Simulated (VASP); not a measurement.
The system is V2Ir.

```
V Ir
1.0
     0.00000    3.40726    3.40726
     3.40726    0.00000    3.40726
     3.40726    3.40726    0.00000
V Ir
4 2
Direct
  0.62500 0.62500 0.62500
  0.12500 0.62500 0.62500
  0.62500 0.62500 0.12500
  0.62500 0.12500 0.62500
  0.00000 0.00000 0.00000
  0.25000 0.25000 0.25000
```

```yaml
Program: VASP 6.6.1
Task: relaxation of cell and atoms
Functional: PBE
Potentials_or_basis: VASP PAW PBE potentials, release 64 (V_sv, Ir)
Cutoff: 600 eV
k_mesh: 10 × 10 × 10
Occupations: gaussian, width 0.1 eV
Spin: no spin polarisation
```

At the start: pressure 3.9 GPa; volume 13.19 Å³/atom.

Task: How do energy, volume and symmetry change on relaxing?

Result: Over 3 steps the energy falls by 2.6 meV/atom and the volume is 13.40 Å³/atom (+1.6 %); space group Fd-3m (No. 227, to 0.1 Å) before and after.

Step by step:
| step | energy change (eV) | largest force (eV/Å) | pressure (GPa) | volume (Å³) |
| --- | --- | --- | --- | --- |
| 1 | 0.0000 | 0.0000 | 3.92 | 79.11 |
| 2 | 0.0383 | 0.0000 | -6.73 | 82.87 |
| 3 | -0.0153 | 0.0000 | -0.03 | 80.40 |

Final structure:
```yaml
crystal:
  lattice:
    - [0.00000, 3.42559, 3.42559]
    - [3.42559, 0.00000, 3.42559]
    - [3.42559, 3.42559, 0.00000]
  atoms:
    - { symbol: V, position: [0.62500, 0.62500, 0.62500] }
    - { symbol: V, position: [0.12500, 0.62500, 0.62500] }
    - { symbol: V, position: [0.62500, 0.62500, 0.12500] }
    - { symbol: V, position: [0.62500, 0.12500, 0.62500] }
    - { symbol: Ir, position: [0.00000, 0.00000, 0.00000] }
    - { symbol: Ir, position: [0.25000, 0.25000, 0.25000] }
```
